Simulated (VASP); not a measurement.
# Au (I4/mmm) in VASP: a series of runs

Runs on Au. Level: PBE. Tasks: single point.

All numbers are computed with VASP 6.6.1; they aren't measurements. Logs are shortened: lines on timing, memory, paths and dates and some standing lists are left out, and cuts for length are marked.

## Step 1: The cell of the first run

It takes space group I4/mmm (No. 139, tetragonal). Conventional cell: a = 2.893 Å, b = 2.893 Å, c = 3.968 Å, α = 90.00°, β = 90.00°, γ = 90.00°. Au (site symmetry 4/mmm) has 12 Au at 2.85 to 2.89 Å within 3.8 Å.

## Step 2: Single point, PBE (strain +0.000 along x and y, -0.030 along z)

File INCAR:

```
SYSTEM = Au
  PREC = Accurate
  ENCUT = 520
  EDIFF = 1E-6
  ISMEAR = 0
  SIGMA = 0.15
  LREAL = .False.
  LASPH = .True.
  NELM = 80
  ALGO = Normal
  ISIF = 2
  LWAVE = .False.
  LCHARG = .True.
  GGA = PE
  LELF = .True.
  LVHAR = .True.
  NBANDS = 12
```

File KPOINTS:

```
Automatic mesh
0
Gamma
  20 20 20
  0 0 0
```

File POSCAR:

```
Au
1.0
    0.0000000000      2.0455000000      1.9841350000
    2.0455000000      0.0000000000      1.9841350000
    2.0455000000      2.0455000000      0.0000000000
Au
1
Direct
    0.0000000000      0.0000000000      0.0000000000
```

Potentials or basis: VASP PAW PBE potentials, release 64 (Au).

Started as:

```sh
$ cat potpaw_PBE.64/Au/POTCAR > POTCAR
$ mpirun -np 1 vasp_std > vasp.out
```

OUTCAR:

```text
SYSTEM = Au
   PREC = Accurate
   ENCUT = 520
   EDIFF = 1E-6
   ISMEAR = 0
   LREAL = .False.
   LASPH = .True.
   NELM = 80
   ISIF = 2
   GGA = PE

 ion  position               nearest neighbor table
   1  0.000  0.000  0.000-

  LATTYP: Found a body centered tetragonal cell.
 ALAT       =     2.8927738418
 C/A-ratio  =     1.3717871555

  Lattice vectors:

 A1 = (   0.0000000000,  -2.0455000000,  -1.9841350000)
 A2 = (   0.0000000000,   2.0455000000,  -1.9841350000)
 A3 = (   2.0455000000,   0.0000000000,   1.9841350000)

Analysis of symmetry for initial positions (statically):
=====================================================================
 Subroutine PRICEL returns:
 Original cell was already a primitive cell.

 Routine SETGRP: Setting up the symmetry group for a
 body centered tetragonal supercell.

 Subroutine GETGRP returns: Found 16 space group operations
 (whereof 16 operations were pure point group operations)
 out of a pool of 16 trial point group operations.

The static configuration has the point symmetry D_4h.

Analysis of symmetry for dynamics (positions and initial velocities):
=====================================================================
 Subroutine PRICEL returns:
 Original cell was already a primitive cell.

 Routine SETGRP: Setting up the symmetry group for a
 body centered tetragonal supercell.

 Subroutine GETGRP returns: Found 16 space group operations
 (whereof 16 operations were pure point group operations)
 out of a pool of 16 trial point group operations.

The dynamic configuration has the point symmetry D_4h.

 Subroutine INISYM returns: Found 16 space group operations
 (whereof 16 operations are pure point group operations),
 and found     1 'primitive' translations

----------------------------------------------------------------------------------------

                                     Primitive cell

  volume of cell :      16.6035

  direct lattice vectors                    reciprocal lattice vectors
     0.000000000  2.045500000  1.984135000    -0.244439012  0.244439012  0.251998982
     2.045500000  0.000000000  1.984135000     0.244439012 -0.244439012  0.251998982
     2.045500000  2.045500000  0.000000000     0.244439012  0.244439012 -0.251998982

  length of vectors
     2.849712608  2.849712608  2.892773842     0.427790075  0.427790075  0.427790075

  position of ions in fractional coordinates (direct lattice)
     0.000000000  0.000000000  0.000000000

  ion indices of the primitive-cell ions
   primitive index   ion index
                 1           1

----------------------------------------------------------------------------------------

 KPOINTS: Automatic mesh

Automatic generation of k-mesh.
 Grid dimensions read from file:
 generate k-points for:   20   20   20

 Generating k-lattice:

  Cartesian coordinates                     Fractional coordinates (reciprocal lattice)
    -0.012221951  0.012221951  0.012599949     0.050000000  0.000000000  0.000000000
     0.012221951 -0.012221951  0.012599949     0.000000000  0.050000000  0.000000000
     0.012221951  0.012221951 -0.012599949     0.000000000  0.000000000  0.050000000

  Length of vectors
     0.021389504  0.021389504  0.021389504

  Shift w.r.t. Gamma in fractional coordinates (k-lattice)
     0.000000000  0.000000000  0.000000000

 Subroutine IBZKPT returns following result:
 ===========================================

 Found    641 irreducible k-points:

 Following reciprocal coordinates:
            Coordinates               Weight
  0.000000  0.000000  0.000000      1.000000
  0.050000 -0.000000  0.000000      8.000000
  0.100000  0.000000  0.000000      8.000000
  0.150000  0.000000  0.000000      8.000000
  0.200000  0.000000  0.000000      8.000000
  0.250000  0.000000  0.000000      8.000000
[... 16 lines left out ...]
 -0.400000  0.050000  0.000000      8.000000
 -0.350000  0.050000  0.000000      8.000000
 [... further k-points ...]
   k-points           NKPTS =    641   k-points in BZ     NKDIM =    641   number of bands    NBANDS=     12
   number of dos      NEDOS =    301   number of ions     NIONS =      1
   total plane-waves  NPLWV =  13824
   dimension x,y,z NGX =    24 NGY =   24 NGZ =   24
   dimension x,y,z NGXF=    48 NGYF=   48 NGZF=   48
   ions per type =               1
   NGX,Y,Z   is equivalent  to a cutoff of  14.00, 14.00, 13.79 a.u.
   NGXF,Y,Z  is equivalent  to a cutoff of  28.00, 28.00, 27.59 a.u.
 SYSTEM =  Au
   PREC   = accura    normal or accurate (medium, high low for compatibility)
   ISTART =      0    job   : 0-new  1-cont  2-samecut
   ICHARG =      2    charge: 1-file 2-atom 10-const
   ISPIN  =      1    spin polarized calculation?
   LNONCOLLINEAR =      F non collinear calculations
   LSORBIT =      F    spin-orbit coupling
   LASPH  =      T    aspherical Exc in radial PAW
   ENCUT  =  520.0 eV  38.22 Ry    6.18 a.u.   5.30  5.30  5.38*2*pi/ulx,y,z
   NELM   =     80;   NELMIN=  2; NELMDL= -5     # of ELM steps
   EDIFF  = 0.1E-05   stopping-criterion for ELM
   LREAL  =      F    real-space projection
   EDIFFG = 0.1E-04   stopping-criterion for IOM
   NSW    =      0    number of steps for IOM
   IBRION =     -1    ionic relax: 0-MD 1-quasi-New 2-CG
   NFREE  =      0    steps in history (QN), initial steepest desc. (CG)
   ISIF   =      2    stress and relaxation
   ISYM   =      2    0-nonsym 1-usesym 2-fastsym
   POTIM  = 0.5000    time-step for ionic-motion
   TEBEG  =    0.0;   TEEND  =   0.0 temperature during run
   PSTRESS=    0.0 pullay stress
   NELECT =      11.0000    total number of electrons
   NUPDOWN=      -1.0000    fix difference up-down
   EMIN   =  10.00;   EMAX   =-10.00  energy-range for DOS
   EFERMI =   0.00;   METHOD = LEGACY
   ISMEAR =     0;   SIGMA  =   0.15  broadening in eV -4-tet -1-fermi 0-gaus
   EFERMI_NEDOS =   21; number of points for ismear=-14 and -15
   IALGO  =     38    algorithm
   IMIX   =      4    mixing-type and parameters
     AMIX     =   0.40;   BMIX     =  1.00
     AMIX_MAG =   1.60;   BMIX_MAG =  1.00
  volume/ion in A,a.u.               =      16.60       112.05
  Fermi-wavevector in a.u.,A,eV,Ry     =   1.427159  2.696939 27.712109  2.036783
  Thomas-Fermi vector in A             =   2.547358
   LORBIT       =      0    0 simple, 1 ext, 2 COOP (PROOUT), +10 PAW based schemes
   GGA     = PE    functional components
   LHFCALC =     F    Hartree Fock is set to
   AEXX    =    0.0000 exact exchange contribution
   IVDW    =     0    specifies the selected vdW correction
   LEPSILON=     F    determine dielectric tensor
   LRPA    =     F    only Hartree local field effects (RPA)
 non-spin polarized calculation
 Gauss-broadening in eV      SIGMA  =   0.15
  energy-cutoff  :      520.00
  volume of cell :       16.60
 maximum number of plane-waves:       463
 NGX is ok and might be reduce to    24
   NGX = 11   NGY = 11   NGZ = 11

 number of electron      10.9999999 magnetization

 Free energy of the ion-electron system (eV)
  ---------------------------------------------------
  ext. energy  EPLUGINS =         0.00000000
  ---------------------------------------------------
  free energy    TOTEN  =        -3.16847533 eV

  energy without entropy =       -3.16520128  energy(sigma->0) =       -3.16683830

 E-fermi :   9.9247     XC(G=0): -12.8736

 val. band max:        9.9225225181   @ k =   0.5000   0.3000   0.1500
 cond. band min:       9.9271460905   @ k =   0.4500   0.0000   0.4500
 fundamental gap:      0.0046235724
 Fermi energy:         9.9247484733

 k-point     1 :       0.0000    0.0000    0.0000
  band No.  band energies     occupation
      1      -0.2192      2.00000
      2       4.9932      2.00000
      3       4.9932      2.00000
      4       5.2661      2.00000
      5       6.5109      2.00000
      6       6.8124      2.00000
      7      24.4129      0.00000
      8      28.3612      0.00000
      9      28.3612      0.00000
     10      28.9344      0.00000
     11      33.5556      0.00000
     12      38.0500      0.00000

 k-point     2 :       0.0500   -0.0000    0.0000
  band No.  band energies     occupation
      1      -0.1295      2.00000
      2       4.9834      2.00000
      3       5.0249      2.00000
      4       5.2764      2.00000
      5       6.4993      2.00000
      6       6.7942      2.00000
      7      24.5244      0.00000
      8      27.9111      0.00000
      9      28.4733      0.00000
     10      28.9034      0.00000
     11      34.0985      0.00000
     12      37.0377      0.00000

 k-point     3 :       0.1000    0.0000    0.0000
  band No.  band energies     occupation
      1       0.1339      2.00000
      2       4.9362      2.00000
      3       5.1092      2.00000
      4       5.3283      2.00000
      5       6.4768      2.00000
      6       6.7502      2.00000
      7      24.8091      0.00000
      8      26.6731      0.00000
      9      28.7966      0.00000
     10      29.1723      0.00000
     11      34.2631      0.00000
     12      36.3638      0.00000

 k-point     4 :       0.1500    0.0000    0.0000
  band No.  band energies     occupation
      1       0.5505      2.00000
      2       4.8599      2.00000
      3       5.2092      2.00000
      4       5.4191      2.00000
      5       6.4831      2.00000
      6       6.7136      2.00000
      7      24.7350      0.00000
      8      25.5605      0.00000
      9      29.2857      0.00000
     10      29.6401      0.00000
     11      32.9217      0.00000
     12      35.1157      0.00000

 k-point     5 :       0.2000    0.0000    0.0000
  band No.  band energies     occupation
      1       1.0752      2.00000
      2       4.8221      2.00000
      3       5.2669      2.00000
      4       5.4932      2.00000
      5       6.5778      2.00000
      6       6.7400      2.00000
      7      23.1556      0.00000
      8      25.6445      0.00000
      9      29.8215      0.00000
     10      30.1432      0.00000
     11      31.9385      0.00000
     12      33.7072      0.00000
[... 228 lines left out ...]
      1       2.4286      2.00000
      2       4.9630      2.00000
      3       5.1267      2.00000
      4       7.3717      2.00000
      5       7.9946      2.00000
      6       9.3030      2.00000
      7      13.2056      0.00000
      8      23.9387      0.00000
      9      26.7279      0.00000
     10      27.3176      0.00000
     11      34.9327      0.00000
     12      35.4583      0.00000

 k-point    22 :      -0.4500    0.0500    0.0000
  band No.  band energies     occupation
      1       2.4292      2.00000
      2       4.9647      2.00000
      3       5.1371      2.00000
      4       7.3816      2.00000
      5       7.9013      2.00000
      6       9.0871      2.00000
      7      13.5153      0.00000
      8      23.9749      0.00000
      9      27.0297      0.00000
     10      27.1322      0.00000
     11      34.9778      0.00000
     12      35.1615      0.00000

 k-point    23 :      -0.4000    0.0500    0.0000
  band No.  band energies     occupation
      1       2.4251      2.00000
      2       5.0068      2.00000
      3       5.1894      2.00000
      4       6.9983      2.00000
      5       7.6776      2.00000
      6       8.3471      2.00000
      7      14.9338      0.00000
      8      24.1841      0.00000
      9      27.2564      0.00000
     10      27.6970      0.00000
     11      34.4747      0.00000
     12      34.6746      0.00000

 k-point    24 :      -0.3500    0.0500    0.0000
  band No.  band energies     occupation
      1       2.3779      2.00000
      2       5.0839      2.00000
      3       5.2743      2.00000
      4       6.2074      2.00000
      5       7.3624      2.00000
      6       7.8455      2.00000
      7      16.7539      0.00000
      8      24.5507      0.00000
      9      27.6342      0.00000
     10      28.6930      0.00000
     11      33.4378      0.00000
     12      34.0438      0.00000

 [... further k-points ...]

------------------------ aborting loop because EDIFF is reached ----------------------------------------

  FORCE on cell =-STRESS in cart. coord.  units (eV):
  Direction    XX          YY          ZZ          XY          YZ          ZX
  --------------------------------------------------------------------------------------
  -------------------------------------------------------------------------------------
  Total        1.3862833      1.3862833      1.4909644      0.0000000     -0.0000000      0.0000000
  in kB      133.7711248    133.7711248    143.8724577      0.0000000     -0.0000000      0.0000000
  external PRESSURE =     137.1382358 kB  Pullay stress =       0.0000000 kB

 VOLUME and BASIS-vectors are now :
 -----------------------------------------------------------------------------
  energy-cutoff  :      520.00
  volume of cell :       16.60
      direct lattice vectors                 reciprocal lattice vectors
     0.000000000  2.045500000  1.984135000    -0.244439012  0.244439012  0.251998982
     2.045500000  0.000000000  1.984135000     0.244439012 -0.244439012  0.251998982
     2.045500000  2.045500000  0.000000000     0.244439012  0.244439012 -0.251998982

 POSITION                                       TOTAL-FORCE (eV/Angst)
 -----------------------------------------------------------------------------------
      0.00000      0.00000      0.00000         0.000000      0.000000      0.000000
 -----------------------------------------------------------------------------------
    total drift:                               -0.000000     -0.000000     -0.000000

  FREE ENERGIE OF THE ION-ELECTRON SYSTEM (eV)
  ---------------------------------------------------
  free  energy   TOTEN  =        -3.1684753251 eV

  energy  without entropy=       -3.1652012840  energy(sigma->0) =       -3.16683830
```

Run time: 4 min. Hardware: 1 thread of Intel Xeon 8259CL, shared host; peak memory 0.25 GiB.

Results:

```yaml
Free_energy: -3.1685 eV
Pressure: 13.7 GPa
Band_gap_on_the_k_mesh: zero (an odd number of electrons rules out a gap without spin polarisation)
```

Levels at points of the mesh, in eV from the Fermi level:
```tsv
k point	band 4	band 5	band 6	band 7	band 8	band 9
(0.00, 0.00, 0.00)	-4.66	-3.41	-3.11	14.49	18.44	18.44
(0.50, 0.00, 0.00)	-2.07	-1.93	-1.09	3.21	13.89	16.99
(0.50, 0.50, 0.00)	-1.65	-1.65	1.31	6.47	9.72	9.72
(0.50, 0.00, 0.50)	-1.78	-1.57	0.76	5.75	10.22	10.31
```

Caveat: the cell differs from its parent crystal (strain +0.000 along x and y, -0.030 along z); the cell stands under pressure; spin-orbit coupling is left out, which moves the levels of the heavy elements.

## Step 3: Single point, PBE (strain -0.015 along x and y, +0.000 along z)

File INCAR:

```
PREC     = Accurate       # precision mode
ENCUT    = 520            # plane-wave cutoff, eV
EDIFF    = 1E-6           # SCF threshold, eV
ISMEAR   = 0              # smearing method
SIGMA    = 0.15           # smearing width, eV
LREAL    = False          # projectors in reciprocal space
LASPH    = True           # aspherical terms in the spheres
NELM     = 60             # most SCF steps
ALGO     = Normal         # electronic algorithm
ISIF     = 2              # what is computed and relaxed
LWAVE    = False          # write WAVECAR
LCHARG   = False          # write CHGCAR
GGA      = PE             # functional
NBANDS   = 12             # bands
```

File KPOINTS:

```
regular mesh
0
Gamma
  20 20 20
```

File POSCAR:

```
Au
1.0
    0.0000000000      2.0148175000      2.0455000000
    2.0148175000      0.0000000000      2.0455000000
    2.0148175000      2.0148175000      0.0000000000
Au
1
Direct
    0.0000000000      0.0000000000      0.0000000000
```

Potentials or basis: VASP PAW PBE potentials, release 64 (Au).

Started as:

```sh
$ cat potpaw_PBE.64/Au/POTCAR > POTCAR
$ mpirun -np 1 vasp_std > vasp.out
```

OUTCAR:

```text
PREC = Accurate
   ENCUT = 520
   EDIFF = 1E-6
   ISMEAR = 0
   LREAL = False
   LASPH = True
   NELM = 60
   ISIF = 2
   GGA = PE

 ion  position               nearest neighbor table
   1  0.000  0.000  0.000-

  LATTYP: Found a body centered tetragonal cell.
 ALAT       =     2.8493822342
 C/A-ratio  =     1.4357498095

  Lattice vectors:

 A1 = (  -2.0148175000,   0.0000000000,   2.0455000000)
 A2 = (   2.0148175000,   0.0000000000,   2.0455000000)
[... 540 lines left out ...]
     12      34.5508      0.00000

 [... further k-points ...]

------------------------ aborting loop because EDIFF is reached ----------------------------------------

  FORCE on cell =-STRESS in cart. coord.  units (eV):
  Direction    XX          YY          ZZ          XY          YZ          ZX
  --------------------------------------------------------------------------------------
  -------------------------------------------------------------------------------------
  Total        1.4347283      1.4347283      1.3717333      0.0000000      0.0000000      0.0000000
  in kB      138.4137830    138.4137830    132.3364084      0.0000000      0.0000000      0.0000000
  external PRESSURE =     136.3879915 kB  Pullay stress =       0.0000000 kB

 VOLUME and BASIS-vectors are now :
 -----------------------------------------------------------------------------
  energy-cutoff  :      520.00
  volume of cell :       16.61
      direct lattice vectors                 reciprocal lattice vectors
     0.000000000  2.014817500  2.045500000    -0.248161434  0.248161434  0.244439012
     2.014817500  0.000000000  2.045500000     0.248161434 -0.248161434  0.244439012
     2.014817500  2.014817500  0.000000000     0.248161434  0.248161434 -0.244439012

 POSITION                                       TOTAL-FORCE (eV/Angst)
 -----------------------------------------------------------------------------------
      0.00000      0.00000      0.00000         0.000000      0.000000      0.000000
 -----------------------------------------------------------------------------------
    total drift:                               -0.000000     -0.000000     -0.000000

  FREE ENERGIE OF THE ION-ELECTRON SYSTEM (eV)
  ---------------------------------------------------
  free  energy   TOTEN  =        -3.1696255360 eV

  energy  without entropy=       -3.1665216231  energy(sigma->0) =       -3.16807358
```

Wall time 3.9 min (1 thread of Intel Xeon 8259CL, shared host); peak memory 0.25 GiB.

What came out:

| Property | Result |
| --- | --- |
| Free energy | -3.1696 eV |
| Pressure | 13.6 GPa |
| Band gap on the k mesh | zero (an odd number of electrons rules out a gap without spin polarisation) |

Stress tensor (GPa, compression positive):
```
13.84  0.00  0.00
 0.00 13.84  0.00
 0.00  0.00 13.23
```

Caveat: the cell differs from its parent crystal (strain -0.015 along x and y, +0.000 along z); the cell stands under pressure; spin-orbit coupling is left out, which moves the levels of the heavy elements.

(Part 1 of 2 ends here.)
